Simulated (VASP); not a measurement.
# WC (Imm2) in VASP: a series of runs

WC is run at these levels: PBEsol; tasks: single point.

All numbers are computed with VASP 6.6.1; they aren't measurements. Logs are shortened: lines on timing, memory, paths and dates and some standing lists are left out, and cuts for length are marked.

## (1) The cell of the first run

It takes space group Imm2 (No. 44, orthorhombic). The conventional cell has a = 3.101 Å, b = 4.385 Å, c = 3.101 Å, α = 90.00°, β = 90.00°, γ = 90.00°. Within 2.8 Å of W (site symmetry mm2) lie 6 C at 2.13 to 2.26 Å. Within 2.8 Å of C (site symmetry mm2) lie 6 W at 2.13 to 2.26 Å.

## (2) Single point, PBEsol

The input, INCAR:

```
SYSTEM = WC
PREC = Accurate
ENCUT = 520
EDIFF = 1E-6
ISMEAR = -1
SIGMA = 0.05
LREAL = .False.
LASPH = .True.
NELM = 80
ALGO = Normal
ISIF = 2
LWAVE = .False.
LCHARG = .False.
GGA = PS
NBANDS = 16
```

The input, KPOINTS:

```
regular mesh
0
Gamma
  8 8 8
  0 0 0
```

The input, POSCAR:

```
WC
1.0
    0.0000000000      2.1926800000      2.1926800000
    2.1926800000      0.0000000000      2.1926800000
    2.1926800000      2.1926800000      0.0000000000
W C
1 1
Direct
    0.0000000000      0.0000000000      0.0300000000
    0.5000000000      0.5000000000      0.5000000000
```

Potentials or basis: VASP PAW PBE potentials, release 64 (W_sv, C).

Run with:

```sh
cat potpaw_PBE.64/W_sv/POTCAR potpaw_PBE.64/C/POTCAR > POTCAR
mpirun -np 1 vasp_std > vasp.out
```

OUTCAR:

```text
SYSTEM = WC
   PREC = Accurate
   ENCUT = 520
   EDIFF = 1E-6
   ISMEAR = -1
   LREAL = .False.
   LASPH = .True.
   NELM = 80
   ISIF = 2
   GGA = PS

 ion  position               nearest neighbor table
   1  0.000  0.000  0.030-   2 2.13   2 2.13   2 2.19   2 2.19   2 2.26   2 2.26
   2  0.500  0.500  0.500-   1 2.13   1 2.13   1 2.19   1 2.19   1 2.26   1 2.26

  LATTYP: Found a face centered cubic cell.
 ALAT       =     4.3853600000

  Lattice vectors:

 A1 = (   0.0000000000,   2.1926800000,   2.1926800000)
 A2 = (   2.1926800000,   0.0000000000,   2.1926800000)
 A3 = (   2.1926800000,   2.1926800000,   0.0000000000)

Analysis of symmetry for initial positions (statically):
=====================================================================
 Subroutine PRICEL returns:
 Original cell was already a primitive cell.

 Routine SETGRP: Setting up the symmetry group for a
 face centered cubic supercell.

 Subroutine GETGRP returns: Found  4 space group operations
 (whereof  4 operations were pure point group operations)
 out of a pool of 48 trial point group operations.

The static configuration has the point symmetry C_2v.

Analysis of symmetry for dynamics (positions and initial velocities):
=====================================================================
 Subroutine PRICEL returns:
 Original cell was already a primitive cell.

 Routine SETGRP: Setting up the symmetry group for a
 face centered cubic supercell.

 Subroutine GETGRP returns: Found  4 space group operations
 (whereof  4 operations were pure point group operations)
 out of a pool of 48 trial point group operations.

The dynamic configuration has the point symmetry C_2v.

 Subroutine INISYM returns: Found  4 space group operations
 (whereof  4 operations are pure point group operations),
 and found     1 'primitive' translations

----------------------------------------------------------------------------------------

                                     Primitive cell

  volume of cell :      21.0841

  direct lattice vectors                    reciprocal lattice vectors
     0.000000000  2.192680000  2.192680000    -0.228031450  0.228031450  0.228031450
     2.192680000  0.000000000  2.192680000     0.228031450 -0.228031450  0.228031450
     2.192680000  2.192680000  0.000000000     0.228031450  0.228031450 -0.228031450

  length of vectors
     3.100917794  3.100917794  3.100917794     0.394962057  0.394962057  0.394962057

[... 79 lines left out ...]
   NELM   =     80;   NELMIN=  2; NELMDL= -5     # of ELM steps
   EDIFF  = 0.1E-05   stopping-criterion for ELM
   LREAL  =      F    real-space projection
   EDIFFG = 0.1E-04   stopping-criterion for IOM
   NSW    =      0    number of steps for IOM
   IBRION =     -1    ionic relax: 0-MD 1-quasi-New 2-CG
   NFREE  =      0    steps in history (QN), initial steepest desc. (CG)
   ISIF   =      2    stress and relaxation
   ISYM   =      2    0-nonsym 1-usesym 2-fastsym
   POTIM  = 0.5000    time-step for ionic-motion
   TEBEG  =    0.0;   TEEND  =   0.0 temperature during run
   PSTRESS=    0.0 pullay stress
   NELECT =      18.0000    total number of electrons
   NUPDOWN=      -1.0000    fix difference up-down
   EMIN   =  10.00;   EMAX   =-10.00  energy-range for DOS
   EFERMI =   0.00;   METHOD = LEGACY
   ISMEAR =    -1;   SIGMA  =   0.05  broadening in eV -4-tet -1-fermi 0-gaus
   EFERMI_NEDOS =   21; number of points for ismear=-14 and -15
   IALGO  =     38    algorithm
   IMIX   =      4    mixing-type and parameters
     AMIX     =   0.40;   BMIX     =  1.00
     AMIX_MAG =   1.60;   BMIX_MAG =  1.00
  volume/ion in A,a.u.               =      10.54        71.14
  Fermi-wavevector in a.u.,A,eV,Ry     =   1.553032  2.934805 32.816007  2.411908
  Thomas-Fermi vector in A             =   2.657321
   LORBIT       =      0    0 simple, 1 ext, 2 COOP (PROOUT), +10 PAW based schemes
   GGA     = PS    functional components
   LHFCALC =     F    Hartree Fock is set to
   AEXX    =    0.0000 exact exchange contribution
   IVDW    =     0    specifies the selected vdW correction
   LEPSILON=     F    determine dielectric tensor
   LRPA    =     F    only Hartree local field effects (RPA)
 non-spin polarized calculation
  energy-cutoff  :      520.00
  volume of cell :       21.08
 maximum number of plane-waves:       588
   NGX = 11   NGY = 11   NGZ = 11

 number of electron      18.0000001 magnetization

 Free energy of the ion-electron system (eV)
  ---------------------------------------------------
  ext. energy  EPLUGINS =         0.00000000
  ---------------------------------------------------
  free energy    TOTEN  =       -22.94672782 eV

  energy without entropy =      -22.93358075  energy(sigma->0) =      -22.94015428

 E-fermi :  12.3585     XC(G=0): -13.8383

 val. band max:       12.3582519068   @ k =   0.1250   0.1250  -0.3750
 cond. band min:      12.3649732395   @ k =   0.1250  -0.2500   0.3750
 fundamental gap:      0.0067213327
 Fermi energy:        12.3584566111

 k-point     1 :       0.0000    0.0000    0.0000
  band No.  band energies     occupation
      1     -63.1110      2.00000
      2     -27.1127      2.00000
      3     -27.1123      2.00000
      4     -27.1091      2.00000
      5      -3.5231      2.00000
      6       9.2599      2.00000
[... 433 lines left out ...]
      3     -27.2436      2.00000
      4     -27.1791      2.00000
      5       0.3047      2.00000
      6       3.3811      2.00000
[... 8 lines left out ...]
     15      24.5872      0.00000
     16      25.4646      0.00000

 [... further k-points ...]

------------------------ aborting loop because EDIFF is reached ----------------------------------------

  FORCE on cell =-STRESS in cart. coord.  units (eV):
  Direction    XX          YY          ZZ          XY          YZ          ZX
  --------------------------------------------------------------------------------------
  -------------------------------------------------------------------------------------
  Total       -0.9012857     -0.9012857     -1.1300832     -0.0877505      0.0000000      0.0000000
  in kB      -68.4884428    -68.4884428    -85.8747035     -6.6681321      0.0000000      0.0000000
  external PRESSURE =     -74.2838630 kB  Pullay stress =       0.0000000 kB

 VOLUME and BASIS-vectors are now :
 -----------------------------------------------------------------------------
  energy-cutoff  :      520.00
  volume of cell :       21.08
      direct lattice vectors                 reciprocal lattice vectors
     0.000000000  2.192680000  2.192680000    -0.228031450  0.228031450  0.228031450
     2.192680000  0.000000000  2.192680000     0.228031450 -0.228031450  0.228031450
     2.192680000  2.192680000  0.000000000     0.228031450  0.228031450 -0.228031450

 POSITION                                       TOTAL-FORCE (eV/Angst)
 -----------------------------------------------------------------------------------
      0.06578      0.06578      0.00000        -0.434721     -0.434721      0.000000
      2.19268      2.19268      2.19268         0.434721      0.434721      0.000000
 -----------------------------------------------------------------------------------
    total drift:                                0.000155      0.000155     -0.000000

  FREE ENERGIE OF THE ION-ELECTRON SYSTEM (eV)
  ---------------------------------------------------
  free  energy   TOTEN  =       -22.9467278198 eV

  energy  without entropy=      -22.9335807467  energy(sigma->0) =      -22.94015428
```

OSZICAR:

```text
N       E                     dE             d eps       ncg     rms          rms(c)
DAV:   1     0.109419678319E+03    0.10942E+03   -0.93188E+03  3040   0.124E+03
DAV:   2    -0.229087372454E+02   -0.13233E+03   -0.12734E+03  3672   0.338E+02
DAV:   3    -0.262172675294E+02   -0.33085E+01   -0.32914E+01  3304   0.505E+01
DAV:   4    -0.262338946715E+02   -0.16627E-01   -0.16626E-01  3984   0.406E+00
DAV:   5    -0.262340184176E+02   -0.12375E-03   -0.12375E-03  3320   0.331E-01    0.314E+01
DAV:   6    -0.230640803417E+02    0.31699E+01   -0.77105E+00  3848   0.268E+01    0.832E+00
DAV:   7    -0.229799948133E+02    0.84086E-01   -0.43441E-01  3088   0.526E+00    0.637E+00
DAV:   8    -0.229489642271E+02    0.31031E-01   -0.83582E-02  3616   0.224E+00    0.122E+00
DAV:   9    -0.229468481122E+02    0.21161E-02   -0.42072E-03  3536   0.483E-01    0.112E-01
DAV:  10    -0.229467303473E+02    0.11776E-03   -0.39299E-04  3504   0.223E-01    0.695E-02
DAV:  11    -0.229467287532E+02    0.15941E-05   -0.25747E-05  3584   0.423E-02    0.161E-02
DAV:  12    -0.229467278198E+02    0.93341E-06   -0.30228E-06  3456   0.149E-02
   1 F= -.22946728E+02 E0= -.22940154E+02  d E =-.131471E-01
```

stdout:

```text
POSCAR found type information on POSCAR W C
 POSCAR found :  2 types and       2 ions
 scaLAPACK will be used
 -----------------------------------------------------------------------------
|                                                                             |
|                                                                             |
|     You enforced a specific xc type in the INCAR file but a different       |
|     I HOPE YOU KNOW WHAT YOU ARE DOING!                                     |
|                                                                             |
 -----------------------------------------------------------------------------

 LDA part: xc-table for (Slater+PW92), standard interpolation
 POSCAR, INCAR and KPOINTS ok, starting setup
 FFT: planning ... GRIDC
 FFT: planning ... GRID_SOFT
 FFT: planning ... GRID
 WAVECAR not read
 entering main loop
```

Wall time 19 s (1 thread of Intel Xeon Platinum 8259CL at 2.50GHz (Skylake/Cascade Lake), shared host); peak memory 0.16 GiB.

Results:

```
Free energy            : -22.9467 eV
Pressure               : -7.4 GPa
Largest force          : 0.615 eV/Å
Band gap on the k mesh : zero (bands 9 and 10 overlap by 3.09 eV)
```

Forces on the atoms (eV/Å):
```
W   -0.435 -0.435  0.000
C    0.435  0.435  0.000
```

Caveat: the cell stands under tension; the PAW data sets were made with another functional, which shifts forces and pressure a little; spin-orbit coupling is left out, which moves the levels of the heavy elements.

[end of part 1 of 2]
